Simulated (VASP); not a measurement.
Write the native input for VASP 6.6.1 that does the following.

- Task: single point
- Functional: r2SCAN
- Potentials or basis: VASP PAW PBE potentials, release 64 (Al, O)
- Cutoff: 520 eV
- k mesh: 6 × 3 × 9
- Occupations: fermi-dirac, width 0.05 eV
- Spin: no spin polarisation
- Dipole correction: no
- Further INCAR settings: ALGO = Normal; EDIFF = 1e-06; NBANDS = 35

The system is Al2O3.

```
CELL_PARAMETERS angstrom
4.61378 0.00000 0.00000
0.00000 9.56328 0.00000
0.00000 0.00000 3.11986
ATOMIC_POSITIONS crystal
Al 0.98298 0.82457 0.00000
Al 0.01702 0.17543 0.00000
Al 0.48297 0.67543 0.50000
Al 0.51702 0.32457 0.50000
O 0.50000 0.50000 0.50000
O 0.12363 0.75305 0.50000
O 0.37637 0.25305 0.00000
O 0.62364 0.74695 0.00000
O 0.00000 0.00000 0.00000
O 0.87636 0.24695 0.50000
```

One way to write it, as run:

POSCAR

```
Al2O3
1.0
    4.6137770000      0.0000000000      0.0000000000
    0.0000000000      9.5632790000      0.0000000000
    0.0000000000      0.0000000000      3.1198620000
Al O
4 6
Direct
    0.9829750000      0.8245730000      0.0000000000
    0.0170250000      0.1754270000      0.0000000000
    0.4829750000      0.6754270000      0.5000000000
    0.5170250000      0.3245730000      0.5000000000
    0.5000000000      0.5000000000      0.5000000000
    0.1236350000      0.7530500000      0.5000000000
    0.3763650000      0.2530500000      0.0000000000
    0.6236350000      0.7469500000      0.0000000000
    0.0000000000      0.0000000000      0.0000000000
    0.8763650000      0.2469500000      0.5000000000
```

INCAR.step1

```
SYSTEM = Al2O3
PREC     = Accurate       ! precision mode
ENCUT    = 520            ! plane-wave cutoff, eV
ISMEAR   = -1             ! smearing method
SIGMA    = 0.05           ! smearing width, eV
LREAL    = .False.        ! projectors in reciprocal space
LASPH    = .True.         ! aspherical terms in the spheres
NELM     = 80             ! most SCF steps
NBANDS   = 35             ! bands
GGA      = PE             ! functional
ALGO     = Normal         ! electronic algorithm
EDIFF    = 1E-4           ! SCF threshold, eV
LWAVE    = .True.         ! write WAVECAR
LCHARG   = .False.        ! write CHGCAR
```

INCAR.step2

```
SYSTEM = Al2O3
PREC     = Accurate       ! precision mode
ENCUT    = 520            ! plane-wave cutoff, eV
EDIFF    = 1E-6           ! SCF threshold, eV
ISMEAR   = -1             ! smearing method
SIGMA    = 0.05           ! smearing width, eV
LREAL    = .False.        ! projectors in reciprocal space
LASPH    = .True.         ! aspherical terms in the spheres
NELM     = 80             ! most SCF steps
ALGO     = Normal         ! electronic algorithm
ISIF     = 2              ! what is computed and relaxed
LWAVE    = .False.        ! write WAVECAR
LCHARG   = .False.        ! write CHGCAR
METAGGA  = R2SCAN         ! meta-GGA
LMIXTAU  = .True.       
NBANDS   = 35             ! bands
ISTART   = 1
```

KPOINTS

```
regular mesh
0
Gamma
  6 3 9
  0 0 0
```

Potentials or basis: VASP PAW PBE potentials, release 64 (Al, O).

Run with:

```bash
$ cat potpaw_PBE.64/Al/POTCAR potpaw_PBE.64/O/POTCAR > POTCAR
$ cp INCAR.step1 INCAR
$ mpirun -np 1 vasp_std > vasp.out
$ cp INCAR.step2 INCAR
$ mpirun -np 1 vasp_std > vasp.out
```

Results of the run:

```
Pressure               : -4.2 GPa
Largest force          : 0.213 eV/Å
Band gap on the k mesh : 4.11 eV
```

Caveat: the cell stands under tension; the PAW data sets were made with another functional, which shifts forces and pressure a little; an odd mesh through Γ misses points on the zone boundary, where band edges can lie.

Run time: 15 min on 1 thread of Intel Xeon 8259CL (shared host), peak memory 0.33 GiB.
